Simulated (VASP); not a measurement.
Set up this calculation in VASP 6.6.1, as the native input.

| Item | Value |
| --- | --- |
| Task | single point |
| Functional | PBEsol |
| Potentials or basis | VASP PAW PBE potentials, release 64 (Hg) |
| Cutoff | 520 eV |
| k mesh | 21 × 21 × 21 |
| Occupations | gaussian, width 0.15 eV |
| Spin | no spin polarisation |
| Dipole correction | no |
| Further INCAR settings | ALGO = Fast; EDIFF = 1e-06; NBANDS = 12 |

The structure of Hg lies in POSCAR:

```
Hg
1.0
    1.7300004553      0.9988162286      2.2340000000
   -1.7300004553      0.9988162286      2.2340000000
    0.0000000000     -1.9976324571      2.2340000000
Hg
1
Direct
    0.0000000000      0.0000000000      0.0000000000
```

The input as run:

INCAR

```
SYSTEM = Hg
  PREC = Accurate
  ENCUT = 520
  EDIFF = 1E-6
  ISMEAR = 0
  SIGMA = 0.15
  LREAL = .False.
  LASPH = .True.
  NELM = 100
  ALGO = Fast
  ISIF = 2
  LWAVE = .False.
  LCHARG = .False.
  GGA = PS
  NBANDS = 12
```

KPOINTS

```
Automatic mesh
0
Gamma
  21 21 21
  0 0 0
```

Potentials or basis: VASP PAW PBE potentials, release 64 (Hg).

The run is started by

```console
$ cat potpaw_PBE.64/Hg/POTCAR > POTCAR
$ mpirun -np 1 vasp_std > vasp.out
```

It gave:

* Pressure: 1.4 GPa
* Band gap on the k mesh: zero (bands 6 and 7 overlap by 3.25 eV)

Caveat: the PAW data sets were made with another functional, which shifts forces and pressure a little; spin-orbit coupling is left out, which moves the levels of the heavy elements.

Run time: 3.7 min on 1 thread of Intel Xeon 8259CL (shared host), peak memory 0.34 GiB.
